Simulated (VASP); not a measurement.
# LaBi (Fm-3m) in VASP: a series of runs

The runs below take LaBi through single point, with LDA.

Program: VASP 6.6.1. These are calculated values, not measurements. Logs are shortened: lines on timing, memory, paths and dates and some standing lists are left out, and cuts for length are marked.

## Step 1: The cell of the first run

The structure is cubic, space group Fm-3m (No. 225). Conventional cell: a = 6.291 Å, b = 6.291 Å, c = 6.291 Å, α = 90.00°, β = 90.00°, γ = 90.00°. Within 4.1 Å of La (site symmetry m-3m) lie 6 Bi at 3.15 Å. Within 4.1 Å of Bi (site symmetry m-3m) lie 6 La at 3.15 Å.

## Step 2: Single point, LDA

INCAR reads:

```
SYSTEM = LaBi
PREC = Accurate
ENCUT = 520
EDIFF = 1E-6
ISMEAR = 0
SIGMA = 0.02
LREAL = .FALSE.
LASPH = .TRUE.
NELM = 100
ALGO = Normal
ISIF = 2
LWAVE = .FALSE.
LCHARG = .FALSE.
NBANDS = 20
```

KPOINTS reads:

```
Automatic mesh
0
G
  7 7 7
  0 0 0
```

POSCAR reads:

```
LaBi
1.0
    0.0000000000      3.1455671362      3.1455671362
    3.1455671362      0.0000000000      3.1455671362
    3.1455671362      3.1455671362      0.0000000000
La Bi
1 1
Direct
    0.0000000000      0.0000000000      0.0000000000
    0.5000000000      0.5000000000      0.5000000000
```

Potentials or basis: VASP PAW LDA potentials, release 64 (La, Bi_d).

Started as:

```console
cat potpaw_LDA.64/La/POTCAR potpaw_LDA.64/Bi_d/POTCAR > POTCAR
mpirun -np 1 vasp_std > vasp.out
```

OUTCAR:

```text
SYSTEM = LaBi
   PREC = Accurate
   ENCUT = 520
   EDIFF = 1E-6
   ISMEAR = 0
   LREAL = .FALSE.
   LASPH = .TRUE.
   NELM = 100
   ISIF = 2

 ion  position               nearest neighbor table
   1  0.000  0.000  0.000-   2 3.15   2 3.15   2 3.15   2 3.15   2 3.15   2 3.15
   2  0.500  0.500  0.500-   1 3.15   1 3.15   1 3.15   1 3.15   1 3.15   1 3.15

  LATTYP: Found a face centered cubic cell.
 ALAT       =     6.2911342724

  Lattice vectors:

 A1 = (   0.0000000000,   3.1455671362,   3.1455671362)
 A2 = (   3.1455671362,   0.0000000000,   3.1455671362)
 A3 = (   3.1455671362,   3.1455671362,   0.0000000000)

Analysis of symmetry for initial positions (statically):
=====================================================================
 Subroutine PRICEL returns:
 Original cell was already a primitive cell.

 Routine SETGRP: Setting up the symmetry group for a
 face centered cubic supercell.

 Subroutine GETGRP returns: Found 48 space group operations
 (whereof 48 operations were pure point group operations)
 out of a pool of 48 trial point group operations.

The static configuration has the point symmetry O_h .

Analysis of symmetry for dynamics (positions and initial velocities):
=====================================================================
 Subroutine PRICEL returns:
 Original cell was already a primitive cell.

 Routine SETGRP: Setting up the symmetry group for a
 face centered cubic supercell.

 Subroutine GETGRP returns: Found 48 space group operations
 (whereof 48 operations were pure point group operations)
 out of a pool of 48 trial point group operations.

The dynamic configuration has the point symmetry O_h .

 Subroutine INISYM returns: Found 48 space group operations
 (whereof 48 operations are pure point group operations),
 and found     1 'primitive' translations

----------------------------------------------------------------------------------------

                                     Primitive cell

  volume of cell :      62.2482

  direct lattice vectors                    reciprocal lattice vectors
     0.000000000  3.145567136  3.145567136    -0.158953848  0.158953848  0.158953848
     3.145567136  0.000000000  3.145567136     0.158953848 -0.158953848  0.158953848
     3.145567136  3.145567136  0.000000000     0.158953848  0.158953848 -0.158953848

  length of vectors
     4.448503705  4.448503705  4.448503705     0.275316141  0.275316141  0.275316141

  position of ions in fractional coordinates (direct lattice)
     0.000000000  0.000000000  0.000000000
     0.500000000  0.500000000  0.500000000

  ion indices of the primitive-cell ions
[... 69 lines left out ...]
   NELM   =    100;   NELMIN=  2; NELMDL= -5     # of ELM steps
   EDIFF  = 0.1E-05   stopping-criterion for ELM
   LREAL  =      F    real-space projection
   EDIFFG = 0.1E-04   stopping-criterion for IOM
   NSW    =      0    number of steps for IOM
   IBRION =     -1    ionic relax: 0-MD 1-quasi-New 2-CG
   NFREE  =      0    steps in history (QN), initial steepest desc. (CG)
   ISIF   =      2    stress and relaxation
   ISYM   =      2    0-nonsym 1-usesym 2-fastsym
   POTIM  = 0.5000    time-step for ionic-motion
   TEBEG  =    0.0;   TEEND  =   0.0 temperature during run
   PSTRESS=    0.0 pullay stress
   NELECT =      26.0000    total number of electrons
   NUPDOWN=      -1.0000    fix difference up-down
   EMIN   =  10.00;   EMAX   =-10.00  energy-range for DOS
   EFERMI =   0.00;   METHOD = LEGACY
   ISMEAR =     0;   SIGMA  =   0.02  broadening in eV -4-tet -1-fermi 0-gaus
   EFERMI_NEDOS =   21; number of points for ismear=-14 and -15
   IALGO  =     38    algorithm
   IMIX   =      4    mixing-type and parameters
     AMIX     =   0.40;   BMIX     =  1.00
     AMIX_MAG =   1.60;   BMIX_MAG =  1.00
  volume/ion in A,a.u.               =      31.12       210.04
  Fermi-wavevector in a.u.,A,eV,Ry     =   1.223743  2.312539 20.375373  1.497548
  Thomas-Fermi vector in A             =   2.358843
   LORBIT       =      0    0 simple, 1 ext, 2 COOP (PROOUT), +10 PAW based schemes
   GGA     = CA    functional components
   LHFCALC =     F    Hartree Fock is set to
   AEXX    =    0.0000 exact exchange contribution
   IVDW    =     0    specifies the selected vdW correction
   LEPSILON=     F    determine dielectric tensor
   LRPA    =     F    only Hartree local field effects (RPA)
 non-spin polarized calculation
 Gauss-broadening in eV      SIGMA  =   0.02
  energy-cutoff  :      520.00
  volume of cell :       62.25
 maximum number of plane-waves:      1691
 NGX is ok and might be reduce to    36
   NGX = 17   NGY = 17   NGZ = 17

 number of electron      26.0000000 magnetization

 Free energy of the ion-electron system (eV)
  ---------------------------------------------------
  ext. energy  EPLUGINS =         0.00000000
  ---------------------------------------------------
  free energy    TOTEN  =       -12.15915697 eV

  energy without entropy =      -12.15884250  energy(sigma->0) =      -12.15899974

 E-fermi :   7.9572     XC(G=0): -10.3874

 val. band max:        7.9477034475   @ k =   0.1429   0.1429   0.0000
 cond. band min:       8.0182565138   @ k =   0.2857   0.2857   0.0000
 fundamental gap:      0.0705530664
 Fermi energy:         7.9572419934

 k-point     1 :       0.0000    0.0000    0.0000
  band No.  band energies     occupation
      1     -24.1512      2.00000
      2     -13.7332      2.00000
      3     -13.7332      2.00000
      4     -13.6577      2.00000
      5     -13.6577      2.00000
      6     -13.6577      2.00000
[... 449 lines left out ...]
     19      10.4816      0.00000
     20      10.5136      0.00000

------------------------ aborting loop because EDIFF is reached ----------------------------------------

  FORCE on cell =-STRESS in cart. coord.  units (eV):
  Direction    XX          YY          ZZ          XY          YZ          ZX
  --------------------------------------------------------------------------------------
  -------------------------------------------------------------------------------------
  Total        2.7302081      2.7302081      2.7302081     -0.0000000      0.0000000      0.0000000
  in kB       70.2715382     70.2715382     70.2715382     -0.0000000      0.0000000      0.0000000
  external PRESSURE =      70.2715382 kB  Pullay stress =       0.0000000 kB

 VOLUME and BASIS-vectors are now :
 -----------------------------------------------------------------------------
  energy-cutoff  :      520.00
  volume of cell :       62.25
      direct lattice vectors                 reciprocal lattice vectors
     0.000000000  3.145567136  3.145567136    -0.158953848  0.158953848  0.158953848
     3.145567136  0.000000000  3.145567136     0.158953848 -0.158953848  0.158953848
     3.145567136  3.145567136  0.000000000     0.158953848  0.158953848 -0.158953848

 POSITION                                       TOTAL-FORCE (eV/Angst)
 -----------------------------------------------------------------------------------
      0.00000      0.00000      0.00000         0.000000      0.000000      0.000000
      3.14557      3.14557      3.14557         0.000000      0.000000      0.000000
 -----------------------------------------------------------------------------------
    total drift:                                0.000000      0.000000      0.000000

  FREE ENERGIE OF THE ION-ELECTRON SYSTEM (eV)
  ---------------------------------------------------
  free  energy   TOTEN  =       -12.1591569724 eV

  energy  without entropy=      -12.1588425001  energy(sigma->0) =      -12.15899974
```

It took 10 s on 1 thread of Intel Xeon 6975P-C (Granite Rapids), shared host; peak memory 0.19 GiB.

Results:

```
Free energy            : -12.1592 eV
Pressure               : 7.0 GPa
Band gap on the k mesh : zero (band 13 reaches 8.37 eV, above the bottom of band 14 at 7.87 eV)
```

Caveat: spin-orbit coupling is left out, which moves the levels of the heavy elements.

## Step 3: Single point, LDA

This run uses another cell than the first one, of 32.54 Å³/atom, 1.045 times its volume.

INCAR reads:

```
PREC = Accurate
ENCUT = 520
EDIFF = 1E-7
ISMEAR = 0
SIGMA = 0.02
LREAL = F
LASPH = T
NELM = 80
ALGO = Normal
ISIF = 2
LWAVE = F
LCHARG = F
NBANDS = 20
```

KPOINTS reads:

```
Automatic mesh
0
Gamma
  7 7 7
```

POSCAR reads:

```
LaBi
1.0
    0.0000000000      3.1925228221      3.1925228221
    3.1925228221      0.0000000000      3.1925228221
    3.1925228221      3.1925228221      0.0000000000
La Bi
1 1
Direct
    0.0000000000      0.0000000000      0.0000000000
    0.5000000000      0.5000000000      0.5000000000
```

Potentials or basis: VASP PAW LDA potentials, release 64 (La, Bi_d).

Started as:

```console
cat potpaw_LDA.64/La/POTCAR potpaw_LDA.64/Bi_d/POTCAR > POTCAR
mpirun -np 1 vasp_std > vasp.out
```

Run time: 11 s. Hardware: 1 thread of Intel Xeon 6975P-C (Granite Rapids), shared host; peak memory 0.19 GiB.

The run converged. Its results:

* Free energy: -12.2526 eV
* Pressure: 3.5 GPa
* Band gap on the k mesh: zero (band 13 reaches 7.85 eV, above the bottom of band 14 at 7.34 eV)

Levels at points of the mesh, in eV from the Fermi level:
```
           k point  band 10  band 11  band 12  band 13  band 14  band 15  band 16  band 17
(0.00, 0.00, 0.00)   -10.61     0.38     0.38     0.38     1.32     1.32     1.32     1.95
```

Caveat: spin-orbit coupling is left out, which moves the levels of the heavy elements.

## Step 4: Single point, LDA

This run uses another cell than the first one, of 33.95 Å³/atom, 1.091 times its volume.

INCAR reads:

```
SYSTEM = LaBi
ALGO     = Normal         ! electronic algorithm
EDIFF    = 1E-7           ! SCF threshold, eV
ENCUT    = 520            ! plane-wave cutoff, eV
ISIF     = 2              ! what is computed and relaxed
ISMEAR   = 0              ! smearing method
LASPH    = .True.         ! aspherical terms in the spheres
LCHARG   = .False.        ! write CHGCAR
LREAL    = .False.        ! projectors in reciprocal space
LWAVE    = .False.        ! write WAVECAR
NBANDS   = 20             ! bands
NELM     = 60             ! most SCF steps
PREC     = Accurate       ! precision mode
SIGMA    = 0.02           ! smearing width, eV
```

KPOINTS reads:

```
k-points
0
Gamma
  7 7 7
  0 0 0
```

POSCAR reads:

```
LaBi
1.0
    0.0000000000      3.2381364536      3.2381364536
    3.2381364536      0.0000000000      3.2381364536
    3.2381364536      3.2381364536      0.0000000000
La Bi
1 1
Direct
    0.0000000000      0.0000000000      0.0000000000
    0.5000000000      0.5000000000      0.5000000000
```

Started as:

```console
cat potpaw_LDA.64/La/POTCAR potpaw_LDA.64/Bi_d/POTCAR > POTCAR
mpirun -np 1 vasp_std > vasp.out
```

Wall time 12 s (1 thread of Intel Xeon 6975P-C (Granite Rapids), shared host); peak memory 0.19 GiB.

Results (log left out):

* Free energy: -12.2905 eV
* Pressure: 0.7 GPa
* Band gap on the k mesh: zero (band 13 reaches 7.38 eV, above the bottom of band 14 at 6.86 eV)

Levels at points of the mesh, in eV from the Fermi level:
```tsv
k point	band 11	band 12	band 13	band 14	band 15	band 16
(0.00, 0.00, 0.00)	0.36	0.36	0.36	1.32	1.32	1.32
```

Caveat: spin-orbit coupling is left out, which moves the levels of the heavy elements.

## Step 5: Single point, LDA

This run uses another cell than the first one, of 35.37 Å³/atom, 1.136 times its volume.

INCAR reads:

```
PREC = Accurate
ENCUT = 520
EDIFF = 1E-6
ISMEAR = 0
SIGMA = 0.02
LREAL = False
LASPH = True
NELM = 80
ALGO = Normal
ISIF = 2
LWAVE = False
LCHARG = False
GGA = CA
NBANDS = 20
```

KPOINTS reads:

```
Automatic mesh
0
Gamma
  7 7 7
```

POSCAR reads:

```
LaBi
1.0
    0.0000000000      3.2825000000      3.2825000000
    3.2825000000      0.0000000000      3.2825000000
    3.2825000000      3.2825000000      0.0000000000
La Bi
1 1
Direct
    0.0000000000      0.0000000000      0.0000000000
    0.5000000000      0.5000000000      0.5000000000
```

Started as:

```console
cat potpaw_LDA.64/La/POTCAR potpaw_LDA.64/Bi_d/POTCAR > POTCAR
mpirun -np 1 vasp_std > vasp.out
```

Wall time 12 s (1 thread of Intel Xeon 6975P-C (Granite Rapids), shared host); peak memory 0.19 GiB.

The run converged. Its results:

| Quantity | Value |
| --- | --- |
| Free energy | -12.2838 eV |
| Pressure | -1.5 GPa |
| Band gap on the k mesh | zero (band 13 reaches 6.95 eV, above the bottom of band 14 at 6.52 eV) |

Levels at points of the mesh, in eV from the Fermi level:
| k point | band 10 | band 11 | band 12 | band 13 | band 14 | band 15 | band 16 | band 17 |
| --- | --- | --- | --- | --- | --- | --- | --- | --- |
| (0.00, 0.00, 0.00) | -10.37 | 0.34 | 0.34 | 0.34 | 1.33 | 1.33 | 1.33 | 1.76 |

Caveat: spin-orbit coupling is left out, which moves the levels of the heavy elements.

## Step 6: Overview

```tsv
cell	gap on the mesh (eV)	pressure (GPa)
a = 4.449 Å, angles 60.0°, 2 atoms	none	7.0
a = 4.515 Å, angles 60.0°, 2 atoms	none	3.5
a = 4.579 Å, angles 60.0°, 2 atoms	none	0.7
a = 4.642 Å, angles 60.0°, 2 atoms	none	-1.5
```

Alike in all rows: task single point; level LDA; potentials or basis VASP PAW LDA potentials, release 64 (La, Bi_d); no spin polarisation; k mesh 7 × 7 × 7; cutoff (eV) 520; smearing gaussian 0.02 eV.

Caveats: spin-orbit coupling is left out, which moves the levels of the heavy elements.

Absolute energies hang on the potentials; compare differences alone.
